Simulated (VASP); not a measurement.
A run of VASP 6.6.1:

The input INCAR:

```
  PREC = Accurate
  ENCUT = 520
  EDIFF = 1E-6
  ISMEAR = -1
  SIGMA = 0.2241
  LREAL = Auto
  LASPH = T
  NELM = 100
  ALGO = Normal
  ISIF = 2
  LWAVE = F
  LCHARG = T
  GGA = PS
  LELF = T
  LVHAR = T
  NBANDS = 87
```

Contents of KPOINTS:

```
Automatic mesh
0
Gamma
  2 2 1
  0.5 0.5 0
```

The input POSCAR:

```
SrCl2
1.0
    7.1960246848      3.5980123424     -3.5980123424
    3.5980123424      7.1960246848      3.5980123424
    7.1960246848     -3.5980123424      3.5980123424
Sr Cl
6 12
Direct
    0.5118779458     -0.0024453316      0.4904737205
    0.7786972084      0.3711948541      0.4597739926
    0.0249855545     -0.0122544512      0.0327928280
    0.3543736686      0.2960477152     -0.0133666857
    0.6873216185      0.6479448776      0.0047559592
    0.1670610121      0.6690272585      0.5080808724
    0.4114305184      0.3712795305      0.6596202359
    0.7658112511      0.6704624953      0.6459191295
    0.9346454876      0.3552380810      0.1535347707
    0.3258808999      0.6484658133      0.0395202924
    0.6412396940     -0.0351281915      0.1172238892
    0.1211587700      1.0297479962      0.5718773462
    0.3671352516      0.9921674322      0.9344705298
    0.7570218149      0.3069112133      0.8725852502
    0.8634073124      0.0276435035      0.3311938333
    0.2231340085      0.3845608450      0.3662122652
    0.5167829456      0.6971078551      0.3895363930
   -0.0145328388      0.6995945058      0.9201066269
```

Potentials or basis: VASP PAW PBE potentials, release 64 (Sr_sv, Cl).

Run with:

```bash
$ cat potpaw_PBE.64/Sr_sv/POTCAR potpaw_PBE.64/Cl/POTCAR > POTCAR
$ mpirun -np 1 vasp_std > vasp.out
```

Hardware: 1 thread of Intel(R) Xeon(R) Platinum 8488C (Sapphire Rapids), on a shared host.

Task: Estimate the wall time of this run.

Result: Run time: 6.3 min on 1 thread of Intel(R) Xeon(R) Platinum 8488C (Sapphire Rapids), with other jobs on the host, peak memory 0.71 GiB. Counts: scf iterations 18, k points 4.
